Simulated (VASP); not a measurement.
# MgSn2O3 (R-3m) in VASP: notebook, part 2 of 2

VASP 6.6.1. Earlier steps stand in the parts before.

## Step 4: Relaxation of cell and atoms, PBE

This run uses another cell than the first one, of 15.96 Å³/atom.

INCAR reads:

```
PREC = Accurate
ENCUT = 600
EDIFF = 1E-6
ISMEAR = 0
SIGMA = 0.1
LREAL = F
LASPH = T
NELM = 60
ALGO = Normal
ISIF = 3
LWAVE = F
LCHARG = F
GGA = PE
IBRION = 2
NSW = 90
EDIFFG = -0.04
```

KPOINTS reads:

```
regular mesh
0
Gamma
  6 6 6
```

POSCAR reads:

```
MgSn2O3
1.0
    2.6738135200      1.5437269600      3.8668891900
   -2.6738135200      1.5437269600      3.8668891900
    0.0000000000     -3.0874539100      3.8668891900
Mg Sn O
1 2 3
Direct
    0.0000000000      0.0000000000      0.0000000000
    0.6292209600      0.6292209600      0.6292209600
    0.3707790400      0.3707790400      0.3707790400
    0.0000000000      0.5000000000      0.0000000000
    0.5000000000      0.0000000000      0.0000000000
    0.0000000000      0.0000000000      0.5000000000
```

Potentials or basis: VASP PAW PBE potentials, release 64 (Mg, Sn_d, O).

On the command line:

```bash
$ cat potpaw_PBE.64/Mg/POTCAR potpaw_PBE.64/Sn_d/POTCAR potpaw_PBE.64/O/POTCAR > POTCAR
$ mpirun -np 1 vasp_std > vasp.out
```

OUTCAR:

```text
PREC = Accurate
   ENCUT = 600
   EDIFF = 1E-6
   ISMEAR = 0
   LREAL = F
   LASPH = T
   NELM = 60
   ISIF = 3
   GGA = PE
   IBRION = 2
   NSW = 90
   EDIFFG = -0.04

 ion  position               nearest neighbor table
   1  0.000  0.000  0.000-   6 2.47   6 2.47   4 2.47   5 2.47   4 2.47   5 2.47   3 3.12   2 3.12
                             3 3.12   2 3.12   3 3.12   2 3.12
   2  0.629  0.629  0.629-   4 2.83   5 2.83   6 2.83   3 3.00   1 3.12   1 3.12   1 3.12   3 3.21
                             3 3.21   3 3.21
   3  0.371  0.371  0.371-   4 2.83   5 2.83   6 2.83   2 3.00   1 3.12   1 3.12   1 3.12   2 3.21
                             2 3.21   2 3.21
   4  0.000  0.500  0.000-   1 2.47   1 2.47   3 2.83   2 2.83
   5  0.500  0.000  0.000-   1 2.47   1 2.47   3 2.83   2 2.83
   6  0.000  0.000  0.500-   1 2.47   1 2.47   3 2.83   2 2.83

  LATTYP: Found a trigonal (rhomboedric) cell.
 ALAT       =     4.9482525880
 COS(alpha) =     0.4160327327
[... 399 lines left out ...]

  energy without entropy =      -32.88984735  energy(sigma->0) =      -32.88989173

 E-fermi :   7.0606     XC(G=0): -10.4272

 val. band max:        6.9254780101   @ k =   0.0000   0.0000   0.0000
 cond. band min:       7.2160070468   @ k =   0.0000   0.0000   0.0000
 fundamental gap:      0.2905290367
 Fermi energy:         7.0606227240

 k-point     1 :       0.0000    0.0000    0.0000
  band No.  band energies     occupation
      1     -15.1910      2.00000
      2     -15.1910      2.00000
      3     -14.9920      2.00000
      4     -14.9920      2.00000
      5     -14.9780      2.00000
      6     -14.9561      2.00000
[... 733 lines left out ...]
     27      10.3689      0.00000
     28      11.1574      0.00000

 [... further k-points ...]

------------------------ aborting loop because EDIFF is reached ----------------------------------------

  FORCE on cell =-STRESS in cart. coord.  units (eV):
  Direction    XX          YY          ZZ          XY          YZ          ZX
  --------------------------------------------------------------------------------------
  -------------------------------------------------------------------------------------
  Total        0.0065307      0.0065307      0.2189232      0.0000000      0.0000000     -0.0000000
  in kB        0.1154353      0.1154353      3.8696120      0.0000000      0.0000000     -0.0000000
  external PRESSURE =       1.3668275 kB  Pullay stress =       0.0000000 kB
[... 21 lines left out ...]
  FREE ENERGIE OF THE ION-ELECTRON SYSTEM (eV)
  ---------------------------------------------------
  free  energy   TOTEN  =       -32.8899361083 eV

  energy  without entropy=      -32.8898473457  energy(sigma->0) =      -32.88989173

 reached required accuracy - stopping structural energy minimisation
```

OSZICAR:

```text
N       E                     dE             d eps       ncg     rms          rms(c)
DAV:   1     0.567994733845E+03    0.56799E+03   -0.26103E+04  1828   0.259E+03
DAV:   2     0.698350395100E+02   -0.49816E+03   -0.48471E+03  1876   0.646E+02
[... 156 lines left out ...]
DAV:   1    -0.328913949370E+02   -0.23886E-02   -0.82837E-02  1864   0.228E+00    0.249E-01
DAV:   2    -0.328905437662E+02    0.85117E-03   -0.32084E-03  2544   0.802E-01    0.153E-01
DAV:   3    -0.328899218237E+02    0.62194E-03   -0.74314E-04  2680   0.492E-01    0.140E-02
DAV:   4    -0.328899375705E+02   -0.15747E-04   -0.19978E-04  1960   0.132E-01    0.922E-03
DAV:   5    -0.328899363399E+02    0.12306E-05   -0.11214E-05  2460   0.272E-02    0.332E-03
DAV:   6    -0.328899361083E+02    0.23161E-06   -0.89543E-07  1328   0.137E-02
  15 F= -.32889936E+02 E0= -.32889892E+02  d E =-.929825E-03
```

CONTCAR:

```text
MgSn2O3
   1.00000000000000
     2.9484601399851282    1.7022942598715645    3.0099114721323055
    -2.9484601399851282    1.7022942598715645    3.0099114721323055
    -0.0000000000000000   -3.4045885111658469    3.0099114730237684
  Mg              Sn              O
     1     2     3
Direct
     0.0000000000000000    0.0000000000000000    0.0000000000000000
     0.6833287527141364    0.6833287527141364    0.6833287527156373
     0.3166712472858635    0.3166712472858635    0.3166712472843625
     0.0000000000000000    0.5000000000000000    0.0000000000000000
     0.5000000000000000    0.0000000000000000    0.0000000000000000
     0.0000000000000000    0.0000000000000000    0.5000000000000000

  0.00000000E+00  0.00000000E+00  0.00000000E+00
  0.00000000E+00  0.00000000E+00  0.00000000E+00
  0.00000000E+00  0.00000000E+00  0.00000000E+00
  0.00000000E+00  0.00000000E+00  0.00000000E+00
  0.00000000E+00  0.00000000E+00  0.00000000E+00
  0.00000000E+00  0.00000000E+00  0.00000000E+00
```

Run time: 12 min. Hardware: 1 thread of AMD EPYC 9R45 (Zen 5), shared host; peak memory 0.29 GiB.

What came out:

```yaml
Free_energy: -32.8899 eV
Relaxed_volume: 15.11 Å³/atom
Relaxed_cell: a = 4.544 Å, b = 4.544 Å, c = 4.544 Å, α = 80.91°, β = 80.91°, γ = 80.91°
Space_group_after_relaxing_to_0.1_Å: R-3m (No. 166)
Energy_gained_by_relaxing: 1267.7 meV/atom
Ionic_steps: 15
Pressure_after_relaxing: 0.1 GPa
Band_gap_on_the_k_mesh: 0.29 eV
```

Forces in eV/Å, atoms in the order of the input:
```
Mg   0.000  0.000  0.000
Sn   0.000  0.000 -0.003
Sn   0.000  0.000  0.003
O    0.000  0.000  0.000
O    0.000  0.000  0.000
O    0.000  0.000  0.000
```

Step by step:
| step | energy change (eV) | largest force (eV/Å) | pressure (GPa) | volume (Å³) |
| --- | --- | --- | --- | --- |
| 1 | 0.0000 | 0.9165 | -9.22 | 95.77 |
| 2 | -4.1801 | 5.4016 | 0.46 | 82.32 |
| 3 | -4.6168 | 7.5081 | 8.61 | 78.38 |
| 4 | -5.9554 | 5.1851 | 15.19 | 76.40 |
| 5 | -5.9147 | 2.4173 | 24.95 | 74.66 |
| 6 | -6.0621 | 3.8862 | 19.89 | 75.48 |
| 7 | -7.0960 | 1.6651 | 9.19 | 80.97 |
| 8 | -7.4819 | 0.7351 | 3.10 | 85.90 |
| 9 | -7.5419 | 0.0280 | -3.62 | 96.31 |
| 10 | -7.5945 | 0.1562 | -1.74 | 92.56 |
| 11 | -7.5976 | 0.2115 | -1.05 | 91.40 |
| 12 | -7.5974 | 0.1942 | -1.25 | 91.74 |
| 13 | -7.6035 | 0.0686 | -0.49 | 91.14 |
| 14 | -7.6052 | 0.0449 | 0.22 | 90.62 |
| 15 | -7.6061 | 0.0027 | 0.14 | 90.64 |

Final structure:
```
CELL_PARAMETERS angstrom
2.94846 1.70229 3.00991
-2.94846 1.70229 3.00991
0.00000 -3.40459 3.00991
ATOMIC_POSITIONS crystal
Mg 0.00000 0.00000 0.00000
Sn 0.68333 0.68333 0.68333
Sn 0.31667 0.31667 0.31667
O 0.00000 0.50000 0.00000
O 0.50000 0.00000 0.00000
O 0.00000 0.00000 0.50000
```

Caveat: semilocal functionals underestimate gaps, and a narrow one can read as zero; spin-orbit coupling is left out, which moves the levels of the heavy elements.

## Step 5: The runs side by side

| task | cell | cutoff (eV) | gap on the mesh (eV) | pressure (GPa) | largest force (eV/Å) |
| --- | --- | --- | --- | --- | --- |
| single point | a = 4.554 Å, angles 80.8°, 6 atoms, atomic positions A | 520 | 0.33 | -0.1 | 0.07 |
| single point | a = 4.948 Å, angles 65.4°, 6 atoms, atomic positions B | 520 | none | -9.2 | 0.92 |
| relaxation of cell and atoms | relaxed from a = 4.948 Å, angles 65.4°, 6 atoms, atomic positions B | 600 | 0.29 | 0.1 | - |

Alike in all rows: level PBE; potentials or basis VASP PAW PBE potentials, release 64 (Mg, Sn_d, O); no spin polarisation; k mesh 6 × 6 × 6; smearing gaussian 0.1 eV.

Caveats: semilocal functionals underestimate gaps, and a narrow one can read as zero; spin-orbit coupling is left out, which moves the levels of the heavy elements; the stress differs along the axes, from -37 to 5 GPa (at least some runs).

Total energies depend on the potentials used, so only differences within one code and one set of settings carry meaning.
